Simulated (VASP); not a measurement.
Runs of VASP 6.6.1 on NaH. The structure is that of space group P6/mmm (No. 191), or close to it. The cells are those of the table. The cell was generated, and may not be a known phase.

| task | cell | k mesh | cutoff (eV) | smearing | gap on the mesh (eV) | pressure (GPa) | relaxed volume (Å³/atom) |
| --- | --- | --- | --- | --- | --- | --- | --- |
| single point | a = 5.701, b = 5.701, c = 3.260 Å, angles 90.0, 90.0, 120.0°, 6 atoms | 6 × 6 × 6 | 520 | gaussian 0.1 eV | 1.15 | 0.2 | - |
| relaxation of cell and atoms | relaxed from a = 5.266, b = 5.266, c = 2.950 Å, angles 90.0, 90.0, 120.0°, 6 atoms | 6 × 6 × 6 | 600 | gaussian 0.1 eV | (b) | 0.1 | 15.35 |
| single point | a = 5.728, b = 5.728, c = 3.267 Å, angles 90.0, 90.0, 120.0°, 6 atoms | 6 × 6 × 8 | 520 | gaussian 0.02 eV | 1.13 | 0.0 | - |
| single point | a = 5.266, b = 5.266, c = 2.950 Å, angles 90.0, 90.0, 120.0°, 6 atoms | 6 × 6 × 6 | 520 | gaussian 0.1 eV | 1.26 | 8.9 | - |
| relaxation of cell and atoms | relaxed from a = 5.701, b = 5.701, c = 3.260 Å, angles 90.0, 90.0, 120.0°, 6 atoms | 6 × 6 × 8 | 600 | gaussian 0.02 eV | 1.13 | 0.0 | (a) |

Alike in all rows: level PBE; potentials or basis VASP PAW PBE potentials, release 64 (Na_pv, H); no spin polarisation.

Q: Fill in the values left out.

A: (a) 15.49; (b) 1.16.

Caveats: the volume moved by over 15 % at a fixed basis, so the end points are rough (at least some runs); the cell stands under pressure (at least some runs).

A k mesh can miss the band edges.
